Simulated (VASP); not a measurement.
Ti3Al:

```
CELL_PARAMETERS angstrom
0.00000 2.89933 2.89933
2.89933 0.00000 2.89933
2.89933 2.89933 0.00000
ATOMIC_POSITIONS crystal
Ti 0.75000 0.75000 0.75000
Ti 0.25000 0.25000 0.25000
Ti 0.00000 0.00000 0.00000
Al 0.50000 0.50000 0.50000
```

Base run:

| Item | Value |
| --- | --- |
| Program | VASP 6.6.1 |
| Functional | PBEsol |
| Potentials or basis | VASP PAW PBE potentials, release 64 (Ti_sv, Al) |
| Cutoff | 520 eV |
| k mesh | 12 × 12 × 12 |
| Occupations | gaussian, width 0.15 eV |
| Spin | collinear spin, ferromagnetic start |
| Starting moments | [0.3, 0.3, 0.3, 0.0] μB |
| Fixed moment | 0.9 μB |

Its results: pressure 55.8 GPa; site moments Ti +0.14, +0.44; Al +0.00 μB.

Question: The run is repeated on the same cell with these changes: fixed moment from 0.9 μB to 3 μB; moments at the start from [0.3, 0.3, 0.3, 0.0] to [1.0, 1.0, 1.0, 0.0]. What comes out?

Answer: Pressure 59.7 GPa; site moments Ti +0.61, +1.09; Al +0.02 μB.

Caveats: the PAW data sets were made with another functional, which shifts forces and pressure a little; the total moment is fixed, so each spin has its own Fermi level.
